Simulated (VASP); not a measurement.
# Ti (C2/m) in VASP: a series of runs

Ti is run at these levels: PBE; tasks: single point.

Program: VASP 6.6.1. These are calculated values, not measurements. Logs are shortened: lines on timing, memory, paths and dates and some standing lists are left out, and cuts for length are marked.

## 1. The cell of the first run

The structure is monoclinic, space group C2/m (No. 12). The conventional cell has a = 3.255 Å, b = 4.604 Å, c = 9.271 Å, α = 90.00°, β = 96.72°, γ = 90.00°. Within 3.1 Å of Ti (site symmetry m) lie 7 Ti at 2.36 to 2.82 Å. Ti (site symmetry m) has 14 Ti at 2.82 to 3.26 Å within 3.7 Å.

## 2. Single point, PBE

Contents of INCAR:

```
SYSTEM = Ti
PREC     = Accurate       ! precision mode
ENCUT    = 520            ! plane-wave cutoff, eV
EDIFF    = 1E-6           ! SCF threshold, eV
ISMEAR   = 0              ! smearing method
SIGMA    = 0.15           ! smearing width, eV
LREAL    = .False.        ! projectors in reciprocal space
LASPH    = .True.         ! aspherical terms in the spheres
NELM     = 60             ! most SCF steps
ALGO     = Fast           ! electronic algorithm
ISIF     = 2              ! what is computed and relaxed
LWAVE    = .False.        ! write WAVECAR
LCHARG   = .False.        ! write CHGCAR
GGA      = PE             ! functional
NBANDS   = 32             ! bands
```

Contents of KPOINTS:

```
regular mesh
0
Gamma
  16 16 5
  0 0 0
```

Contents of POSCAR:

```
Ti
1.0
   -1.6276186077      1.6276186077     -1.6276186077
   -1.6276186077     -1.6276186077      1.6276186077
   -1.0850790718      6.5104744307      6.5104744307
Ti
4
Direct
   -0.2916666667     -0.2916666667      0.8750000000
    0.4583333333      0.4583333333      0.1250000000
   -0.1250000000     -0.1250000000      0.3750000000
    0.2916666667      0.2916666667      0.6250000000
```

Potentials or basis: VASP PAW PBE potentials, release 64 (Ti_sv).

On the command line:

```bash
cat potpaw_PBE.64/Ti_sv/POTCAR > POTCAR
mpirun -np 1 vasp_std > vasp.out
```

OUTCAR:

```text
SYSTEM = Ti
   PREC = Accurate
   ENCUT = 520
   EDIFF = 1E-6
   ISMEAR = 0
   LREAL = .False.
   LASPH = .True.
   NELM = 60
   ISIF = 2
   GGA = PE

 ion  position               nearest neighbor table
   1  0.708  0.708  0.875-   2 2.36   4 2.82   4 2.82
   2  0.458  0.458  0.125-   1 2.36   3 2.82   3 2.82
   3  0.875  0.875  0.375-   2 2.82   4 2.82   4 2.82   2 2.82
   4  0.292  0.292  0.625-   1 2.82   3 2.82   3 2.82   1 2.82

  LATTYP: Found a base centered monoclinic cell.
 ALAT       =     3.2552372154
 B/A-ratio  =     1.4142135624
 C/A-ratio  =     2.8480012484
 COS(beta)  =    -0.1170411472

  Lattice vectors:

 A1 = (   1.6276186077,  -1.6276186077,   1.6276186077)
 A2 = (   1.6276186077,   1.6276186077,  -1.6276186077)
 A3 = (  -1.0850790718,   6.5104744307,   6.5104744307)

Analysis of symmetry for initial positions (statically):
=====================================================================
 Subroutine PRICEL returns:
 Original cell was already a primitive cell.

 Routine SETGRP: Setting up the symmetry group for a
 base centered monoclinic supercell.

 Subroutine GETGRP returns: Found  4 space group operations
 (whereof  2 operations were pure point group operations)
 out of a pool of  4 trial point group operations.

The static configuration has the point symmetry C_1h.
 The point group associated with its full space group is C_2h.

Analysis of symmetry for dynamics (positions and initial velocities):
=====================================================================
 Subroutine PRICEL returns:
 Original cell was already a primitive cell.

 Routine SETGRP: Setting up the symmetry group for a
 base centered monoclinic supercell.

 Subroutine GETGRP returns: Found  4 space group operations
 (whereof  2 operations were pure point group operations)
 out of a pool of  4 trial point group operations.

The dynamic configuration has the point symmetry C_1h.
 The point group associated with its full space group is C_2h.

 Subroutine INISYM returns: Found  4 space group operations
 (whereof  2 operations are pure point group operations),
 and found     1 'primitive' translations

----------------------------------------------------------------------------------------

                                     Primitive cell

  volume of cell :      68.9887

  direct lattice vectors                    reciprocal lattice vectors
    -1.627618608  1.627618608 -1.627618608    -0.307197274  0.127998864 -0.179198410
    -1.627618608 -1.627618608  1.627618608    -0.307197274 -0.179198410  0.127998864
    -1.085079072  6.510474431  6.510474431     0.000000000  0.076799319  0.076799319

  length of vectors
     2.819118124  2.819118124  9.270919653     0.377976117  0.377976117  0.108610638

  position of ions in fractional coordinates (direct lattice)
     0.708333333  0.708333333  0.875000000
     0.458333333  0.458333333  0.125000000
     0.875000000  0.875000000  0.375000000
     0.291666667  0.291666667  0.625000000

  ion indices of the primitive-cell ions
   primitive index   ion index
                 1           1
                 2           2
                 3           3
                 4           4

----------------------------------------------------------------------------------------

 KPOINTS: regular mesh

Automatic generation of k-mesh.
 Grid dimensions read from file:
 generate k-points for:   16   16    5

 Generating k-lattice:

  Cartesian coordinates                     Fractional coordinates (reciprocal lattice)
    -0.019199830  0.007999929 -0.011199901     0.062500000 -0.000000000  0.000000000
    -0.019199830 -0.011199901  0.007999929    -0.000000000  0.062500000  0.000000000
     0.000000000  0.015359864  0.015359864     0.000000000  0.000000000  0.200000000

  Length of vectors
     0.023623507  0.023623507  0.021722128

  Shift w.r.t. Gamma in fractional coordinates (k-lattice)
     0.000000000  0.000000000  0.000000000

 Subroutine IBZKPT returns following result:
 ===========================================

 Found    345 irreducible k-points:

 Following reciprocal coordinates:
            Coordinates               Weight
  0.000000  0.000000  0.000000      1.000000
  0.062500 -0.000000  0.000000      4.000000
  0.125000 -0.000000  0.000000      4.000000
  0.187500 -0.000000  0.000000      4.000000
  0.250000 -0.000000  0.000000      4.000000
  0.312500 -0.000000 -0.000000      4.000000
[... 16 lines left out ...]
 -0.125000  0.062500  0.000000      4.000000
 -0.062500  0.062500  0.000000      2.000000
 [... further k-points ...]
   k-points           NKPTS =    345   k-points in BZ     NKDIM =    345   number of bands    NBANDS=     32
   number of dos      NEDOS =    301   number of ions     NIONS =      4
   total plane-waves  NPLWV =  40320
   dimension x,y,z NGX =    24 NGY =   24 NGZ =   70
   dimension x,y,z NGXF=    48 NGYF=   48 NGZF=  140
   ions per type =               4
   NGX,Y,Z   is equivalent  to a cutoff of  14.15, 14.15, 12.55 a.u.
   NGXF,Y,Z  is equivalent  to a cutoff of  28.31, 28.31, 25.10 a.u.
 SYSTEM =  Ti
   PREC   = accura    normal or accurate (medium, high low for compatibility)
   ISTART =      0    job   : 0-new  1-cont  2-samecut
   ICHARG =      2    charge: 1-file 2-atom 10-const
   ISPIN  =      1    spin polarized calculation?
   LNONCOLLINEAR =      F non collinear calculations
   LSORBIT =      F    spin-orbit coupling
   LASPH  =      T    aspherical Exc in radial PAW
   ENCUT  =  520.0 eV  38.22 Ry    6.18 a.u.   5.24  5.24 17.24*2*pi/ulx,y,z
   NELM   =     60;   NELMIN=  2; NELMDL= -5     # of ELM steps
   EDIFF  = 0.1E-05   stopping-criterion for ELM
   LREAL  =      F    real-space projection
   EDIFFG = 0.1E-04   stopping-criterion for IOM
   NSW    =      0    number of steps for IOM
   IBRION =     -1    ionic relax: 0-MD 1-quasi-New 2-CG
   NFREE  =      0    steps in history (QN), initial steepest desc. (CG)
   ISIF   =      2    stress and relaxation
   ISYM   =      2    0-nonsym 1-usesym 2-fastsym
   POTIM  = 0.5000    time-step for ionic-motion
   TEBEG  =    0.0;   TEEND  =   0.0 temperature during run
   PSTRESS=    0.0 pullay stress
   NELECT =      48.0000    total number of electrons
   NUPDOWN=      -1.0000    fix difference up-down
   EMIN   =  10.00;   EMAX   =-10.00  energy-range for DOS
   EFERMI =   0.00;   METHOD = LEGACY
   ISMEAR =     0;   SIGMA  =   0.15  broadening in eV -4-tet -1-fermi 0-gaus
   EFERMI_NEDOS =   21; number of points for ismear=-14 and -15
   IALGO  =     68    algorithm
   IMIX   =      4    mixing-type and parameters
     AMIX     =   0.40;   BMIX     =  1.00
     AMIX_MAG =   1.60;   BMIX_MAG =  1.00
  volume/ion in A,a.u.               =      17.25       116.39
  Fermi-wavevector in a.u.,A,eV,Ry     =   1.450650  2.741331 28.631897  2.104385
  Thomas-Fermi vector in A             =   2.568238
   LORBIT       =      0    0 simple, 1 ext, 2 COOP (PROOUT), +10 PAW based schemes
   GGA     = PE    functional components
   LHFCALC =     F    Hartree Fock is set to
   AEXX    =    0.0000 exact exchange contribution
   IVDW    =     0    specifies the selected vdW correction
   LEPSILON=     F    determine dielectric tensor
   LRPA    =     F    only Hartree local field effects (RPA)
 non-spin polarized calculation
 RMM-DIIS sequential band-by-band and
 Gauss-broadening in eV      SIGMA  =   0.15
  energy-cutoff  :      520.00
  volume of cell :       68.99
 maximum number of plane-waves:      1878
 NGX is ok and might be reduce to    24
   NGX = 11   NGY = 11   NGZ = 35

 number of electron      48.0000004 magnetization

 Free energy of the ion-electron system (eV)
  ---------------------------------------------------
  ext. energy  EPLUGINS =         0.00000000
  ---------------------------------------------------
  free energy    TOTEN  =       -30.59968463 eV

  energy without entropy =      -30.50394805  energy(sigma->0) =      -30.55181634

 E-fermi :   8.1362     XC(G=0): -11.5095

 val. band max:        8.1361905840   @ k =  -0.1250  -0.1875   0.4000
 cond. band min:       8.1375391477   @ k =   0.3125   0.0625   0.2000
 fundamental gap:      0.0013485637
 Fermi energy:         8.1362118079

 k-point     1 :       0.0000    0.0000    0.0000
  band No.  band energies     occupation
      1     -48.4039      2.00000
      2     -48.3355      2.00000
      3     -48.3028      2.00000
      4     -48.1769      2.00000
      5     -25.1646      2.00000
      6     -24.6919      2.00000
[... 24 lines left out ...]
     31      10.4246      0.00000
     32      10.5722      0.00000

 k-point     2 :       0.0625   -0.0000    0.0000
  band No.  band energies     occupation
      1     -48.4003      2.00000
      2     -48.3334      2.00000
      3     -48.3002      2.00000
      4     -48.1749      2.00000
      5     -25.1592      2.00000
      6     -24.6952      2.00000
[... 24 lines left out ...]
     31      10.4319      0.00000
     32      10.5683      0.00000

 k-point     3 :       0.1250   -0.0000    0.0000
  band No.  band energies     occupation
      1     -48.3902      2.00000
      2     -48.3273      2.00000
      3     -48.2930      2.00000
      4     -48.1692      2.00000
      5     -25.1439      2.00000
      6     -24.7049      2.00000
[... 24 lines left out ...]
     31      10.5246      0.00000
     32      10.5529      0.00000

 k-point     4 :       0.1875   -0.0000    0.0000
  band No.  band energies     occupation
      1     -48.3747      2.00000
      2     -48.3178      2.00000
      3     -48.2828      2.00000
      4     -48.1606      2.00000
      5     -25.1226      2.00000
      6     -24.7216      2.00000
[... 654 lines left out ...]
     31      10.2013      0.00000
     32      10.3916      0.00000

 k-point    23 :      -0.1250    0.0625    0.0000
  band No.  band energies     occupation
      1     -48.3908      2.00000
      2     -48.3251      2.00000
      3     -48.2922      2.00000
      4     -48.1674      2.00000
      5     -25.1472      2.00000
      6     -24.6896      2.00000
[... 24 lines left out ...]
     31      10.1892      0.00000
     32      10.2919      0.00000

 k-point    24 :      -0.0625    0.0625    0.0000
  band No.  band energies     occupation
      1     -48.3990      2.00000
      2     -48.3312      2.00000
      3     -48.2986      2.00000
      4     -48.1730      2.00000
      5     -25.1584      2.00000
      6     -24.6886      2.00000
[... 24 lines left out ...]
     31      10.3094      0.00000
     32      10.4666      0.00000

 [... further k-points ...]

------------------------ aborting loop because EDIFF is reached ----------------------------------------

  FORCE on cell =-STRESS in cart. coord.  units (eV):
  Direction    XX          YY          ZZ          XY          YZ          ZX
  --------------------------------------------------------------------------------------
  -------------------------------------------------------------------------------------
  Total       -1.6995036      0.6723795      0.6723795      0.5106759     -0.2336824      0.5106760
  in kB      -39.4688745     15.6151847     15.6151847     11.8598185     -5.4269859     11.8598201
  external PRESSURE =      -2.7461684 kB  Pullay stress =       0.0000000 kB

 VOLUME and BASIS-vectors are now :
 -----------------------------------------------------------------------------
  energy-cutoff  :      520.00
  volume of cell :       68.99
      direct lattice vectors                 reciprocal lattice vectors
    -1.627618608  1.627618608 -1.627618608    -0.307197274  0.127998864 -0.179198410
    -1.627618608 -1.627618608  1.627618608    -0.307197274 -0.179198410  0.127998864
    -1.085079072  6.510474431  6.510474431     0.000000000  0.076799319  0.076799319

 POSITION                                       TOTAL-FORCE (eV/Angst)
 -----------------------------------------------------------------------------------
     -3.25524      5.69667      5.69667        -0.490052     -0.739742     -0.739742
     -1.62762      0.81381      0.81381         0.490052      0.739742      0.739742
     -3.25524      2.44143      2.44143        -0.154523     -0.213544     -0.213544
     -1.62762      4.06905      4.06905         0.154523      0.213544      0.213544
 -----------------------------------------------------------------------------------
    total drift:                               -0.000001      0.000000      0.000000

  FREE ENERGIE OF THE ION-ELECTRON SYSTEM (eV)
  ---------------------------------------------------
  free  energy   TOTEN  =       -30.5996846317 eV

  energy  without entropy=      -30.5039480494  energy(sigma->0) =      -30.55181634
```

Run time: 31 min. Hardware: 1 thread of AMD EPYC 9R45 (Zen 5), shared host; peak memory 0.58 GiB.

Results:

| Property | Result |
| --- | --- |
| Free energy | -30.5997 eV |
| Pressure | -0.3 GPa |
| Largest force | 1.155 eV/Å |
| Band gap on the k mesh | zero (bands 24 and 25 overlap by 1.10 eV) |

Forces on the atoms (eV/Å):
```
Ti  -0.490 -0.740 -0.740
Ti   0.490  0.740  0.740
Ti  -0.155 -0.214 -0.214
Ti   0.155  0.214  0.214
```

Caveat: forces of over 1 eV/Å act on the atoms, so gaps and moduli don't describe the material at rest.

## 3. Single point, PBE

Contents of INCAR:

```
SYSTEM = Ti
PREC = Accurate ; ENCUT = 520
EDIFF = 1E-6 ; ISMEAR = 0
SIGMA = 0.15 ; LREAL = .False.
LASPH = .True. ; NELM = 100
ALGO = Fast ; ISIF = 2
LWAVE = .False. ; LCHARG = .False.
GGA = PE ; NBANDS = 32
```

Contents of KPOINTS:

```
Automatic mesh
0
Gamma
  16 16 5
  0 0 0
```

Contents of POSCAR:

```
Ti
1.0
   -1.6276186077      1.6276186077     -1.6276186077
   -1.6276186077     -1.6276186077      1.6276186077
   -0.5425395359      6.5104744307      6.5104744307
Ti
4
Direct
   -0.1458333333     -0.1458333333      0.8750000000
    0.4791666667      0.4791666667      0.1250000000
   -0.0625000000     -0.0625000000      0.3750000000
    0.3958333333      0.3958333333      0.6250000000
```

Potentials or basis: VASP PAW PBE potentials, release 64 (Ti_sv).

On the command line:

```bash
cat potpaw_PBE.64/Ti_sv/POTCAR > POTCAR
mpirun -np 1 vasp_std > vasp.out
```

Wall time 29 min (1 thread of AMD EPYC 9R45 (Zen 5), shared host); peak memory 0.58 GiB.

Results (log left out):

```yaml
Free_energy: -30.8298 eV
Pressure: -0.3 GPa
Largest_force: 0.590 eV/Å
Band_gap_on_the_k_mesh: zero (bands 24 and 25 overlap by 1.11 eV)
```

Forces on the atoms (eV/Å):
```
Ti  -0.458 -0.264 -0.264
Ti   0.458  0.264  0.264
Ti  -0.110 -0.124 -0.124
Ti   0.110  0.124  0.124
```

Stress tensor (GPa, compression positive):
```
-1.59  1.24  1.24
 1.24  0.33 -0.66
 1.24 -0.66  0.33
```

Levels at points of the mesh, in eV from the Fermi level:
```csv
k point,band 22,band 23,band 24,band 25,band 26,band 27
"(0.00, 0.00, 0.00)",0.14,0.14,0.31,0.51,0.82,0.89
"(0.50, 0.00, 0.00)",-0.53,-0.37,-0.36,-0.05,0.04,0.95
"(0.50, 0.50, 0.00)",-1.07,-1.01,-0.31,0.97,1.07,1.17
```
